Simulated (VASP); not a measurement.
# C (R-3m) in VASP: a series of runs, part 2 of 2

VASP 6.6.1. The steps go on from the part before.

### Step 3. Relaxation of volume and atoms at fixed shape, LDA

This run uses another cell than the first one, of 8.74 Å³/atom.

Input file INCAR:

```
SYSTEM = C
PREC = Accurate
ENCUT = 600
EDIFF = 1E-6
ISMEAR = 0
SIGMA = 0.1
LREAL = .FALSE.
LASPH = .TRUE.
NELM = 60
ALGO = Normal
ISIF = 8
LWAVE = .FALSE.
LCHARG = .FALSE.
IBRION = 2
NSW = 80
EDIFFG = -0.01
```

Input file KPOINTS:

```
Automatic mesh
0
G
  21 21 21
  0 0 0
```

Input file POSCAR:

```
C
1.0
    3.6350000000      0.0000000000      0.0000000000
    2.8052588632      2.3116547559      0.0000000000
    2.8052588632      1.0069144937      2.0808341868
C
2
Direct
    0.8360000000      0.8360000000      0.8360000000
    0.1640000000      0.1640000000      0.1640000000
```

Potentials or basis: VASP PAW LDA potentials, release 64 (C).

The run is started by

```bash
$ cat potpaw_LDA.64/C/POTCAR > POTCAR
$ mpirun -np 1 vasp_std > vasp.out
```

OUTCAR:

```text
SYSTEM = C
   PREC = Accurate
   ENCUT = 600
   EDIFF = 1E-6
   ISMEAR = 0
   LREAL = .FALSE.
   LASPH = .TRUE.
   NELM = 60
   ISIF = 8
   IBRION = 2
   NSW = 80
   EDIFFG = -0.01

 ion  position               nearest neighbor table
   1  0.836  0.836  0.836-   2 1.42   2 1.42   2 1.42
   2  0.164  0.164  0.164-   1 1.42   1 1.42   1 1.42

  LATTYP: Found a trigonal (rhomboedric) cell.
 ALAT       =     3.6350000000
 COS(alpha) =     0.7717355882

  Lattice vectors:

 A1 = (   3.6350000000,   0.0000000000,   0.0000000000)
 A2 = (   2.8052588632,   2.3116547559,   0.0000000000)
 A3 = (   2.8052588632,   1.0069144937,   2.0808341868)

Analysis of symmetry for initial positions (statically):
=====================================================================
 Subroutine PRICEL returns:
 Original cell was already a primitive cell.

 Routine SETGRP: Setting up the symmetry group for a
 trigonal (rhombohedral) supercell.

 Subroutine GETGRP returns: Found 12 space group operations
 (whereof 12 operations were pure point group operations)
 out of a pool of 12 trial point group operations.

The static configuration has the point symmetry D_3d.

Analysis of symmetry for dynamics (positions and initial velocities):
=====================================================================
 Subroutine PRICEL returns:
 Original cell was already a primitive cell.

 Routine SETGRP: Setting up the symmetry group for a
 trigonal (rhombohedral) supercell.

 Subroutine GETGRP returns: Found 12 space group operations
 (whereof 12 operations were pure point group operations)
 out of a pool of 12 trial point group operations.

The dynamic configuration has the point symmetry D_3d.

 Subroutine INISYM returns: Found 12 space group operations
 (whereof 12 operations are pure point group operations),
 and found     1 'primitive' translations

[... 128 lines left out ...]
  energy-cutoff  :      600.00
  volume of cell :       17.48
 maximum number of plane-waves:       597
 NGX is ok and might be reduce to    30
   NGX = 15   NGY = 15   NGZ = 15

--------------------------------------- Ionic step        1  -------------------------------------------

 number of electron       8.0000000 magnetization

 Free energy of the ion-electron system (eV)
  ---------------------------------------------------
  ext. energy  EPLUGINS =         0.00000000
  ---------------------------------------------------
  free energy    TOTEN  =       -20.20541333 eV

  energy without entropy =      -20.20541333  energy(sigma->0) =      -20.20541333

------------------------ aborting loop because EDIFF is reached ----------------------------------------

  FORCE on cell =-STRESS in cart. coord.  units (eV):
  Direction    XX          YY          ZZ          XY          YZ          ZX
  --------------------------------------------------------------------------------------
  -------------------------------------------------------------------------------------
  Total       -0.1894322     -0.5104135     -0.5392201      0.1322512      0.0297650      0.0829252
  in kB      -17.3579980    -46.7700577    -49.4096498     12.1184053      2.7274181      7.5985734
  external PRESSURE =     -37.8459018 kB  Pullay stress =       0.0000000 kB
[... 239 lines left out ...]
--------------------------------------- Ionic step        8  -------------------------------------------

 number of electron       8.0000000 magnetization

 Free energy of the ion-electron system (eV)
  ---------------------------------------------------
  ext. energy  EPLUGINS =         0.00000000
  ---------------------------------------------------
  free energy    TOTEN  =       -20.23155174 eV

  energy without entropy =      -20.23155174  energy(sigma->0) =      -20.23155174

 E-fermi :   4.7607     XC(G=0): -10.8442

 val. band max:        4.4272322903   @ k =  -0.2381   0.3810   0.0476
 cond. band min:       5.0967697707   @ k =  -0.3333   0.3333   0.0000
 fundamental gap:      0.6695374804
 Fermi energy:         4.7607329430

 k-point     1 :       0.0000    0.0000    0.0000
  band No.  band energies     occupation
      1     -14.8742      2.00000
      2      -1.9064      2.00000
      3       1.7740      2.00000
      4       1.7740      2.00000
      5       8.6069      0.00000
      6      13.2393      0.00000
      7      13.2393      0.00000
      8      16.2929      0.00000
[... 243 lines left out ...]
 k-point    24 :      -0.3810    0.0476   -0.0000
  band No.  band energies     occupation
      1     -10.9619      2.00000
      2      -6.6133      2.00000
      3      -1.6149      2.00000
      4       1.9614      2.00000
      5       7.9091      0.00000
      6      12.9903      0.00000
      7      13.9759      0.00000
      8      19.0343      0.00000

 [... further k-points ...]

------------------------ aborting loop because EDIFF is reached ----------------------------------------

  FORCE on cell =-STRESS in cart. coord.  units (eV):
  Direction    XX          YY          ZZ          XY          YZ          ZX
  --------------------------------------------------------------------------------------
  -------------------------------------------------------------------------------------
  Total       -0.0318093      0.0164624      0.0207946     -0.0198890     -0.0044763     -0.0124710
  in kB       -2.9517027      1.5276085      1.9296053     -1.8455732     -0.4153723     -1.1572251
  external PRESSURE =       0.1685037 kB  Pullay stress =       0.0000000 kB
[... 17 lines left out ...]
  FREE ENERGIE OF THE ION-ELECTRON SYSTEM (eV)
  ---------------------------------------------------
  free  energy   TOTEN  =       -20.2315517402 eV

  energy  without entropy=      -20.2315517368  energy(sigma->0) =      -20.23155174

 reached required accuracy - stopping structural energy minimisation
```

OSZICAR:

```text
N       E                     dE             d eps       ncg     rms          rms(c)
DAV:   1     0.850409998618E+01    0.85041E+01   -0.51942E+03 14552   0.103E+03
DAV:   2    -0.212089202870E+02   -0.29713E+02   -0.28214E+02 21504   0.141E+02
[... 43 lines left out ...]
       N       E                     dE             d eps       ncg     rms          rms(c)
DAV:   1    -0.202315462397E+02    0.41455E-06   -0.51308E-06 15624   0.243E-02    0.156E-03
DAV:   2    -0.202315461894E+02    0.50288E-07   -0.76086E-08  7472   0.229E-03
   7 F= -.20231546E+02 E0= -.20231546E+02  d E =-.381512E-03
       N       E                     dE             d eps       ncg     rms          rms(c)
DAV:   1    -0.202315524403E+02   -0.62006E-05   -0.11836E-03 14392   0.349E-01    0.930E-03
DAV:   2    -0.202315517402E+02    0.70014E-06   -0.46817E-06 19424   0.215E-02
   8 F= -.20231552E+02 E0= -.20231552E+02  d E =-.555073E-05
```

Run time: 5.3 min. Hardware: 1 thread of Intel Xeon 6975P-C (Granite Rapids), shared host; peak memory 0.25 GiB.

What came out:

```
Free energy                           : -20.2316 eV
Relaxed volume                        : 8.63 Å³/atom
Relaxed cell                          : a = 3.620 Å, b = 3.620 Å, c = 3.620 Å, α = 39.49°, β = 39.49°, γ = 39.49°
Space group after relaxing (to 0.1 Å) : R-3m (No. 166)
Energy gained by relaxing             : 13.1 meV/atom
Ionic steps                           : 8
Pressure after relaxing               : 0.0 GPa
Largest force after relaxing          : 0.007 eV/Å
```

Forces on the atoms (eV/Å):
```
C   -0.006 -0.002 -0.001
C    0.006  0.002  0.001
```

The path:
```tsv
step	energy change (eV)	largest force (eV/Å)	pressure (GPa)	volume (Å³)
1	0.0000	0.9030	-3.78	17.48
2	-0.0112	0.5919	5.10	16.97
3	-0.0258	0.0534	1.28	17.19
4	-0.0258	0.0364	1.35	17.18
5	-0.0258	0.0613	-1.15	17.33
6	-0.0261	0.0137	0.06	17.26
7	-0.0261	0.0127	0.09	17.26
8	-0.0261	0.0065	0.02	17.27
```

Final structure:
```yaml
crystal:
  lattice:
    - [3.61976, 0.00000, 0.00000]
    - [2.79350, 2.30197, 0.00000]
    - [2.79350, 1.00269, 2.07211]
  atoms:
    - { symbol: C, position: [0.83341, 0.83341, 0.83341] }
    - { symbol: C, position: [0.16659, 0.16659, 0.16659] }
```
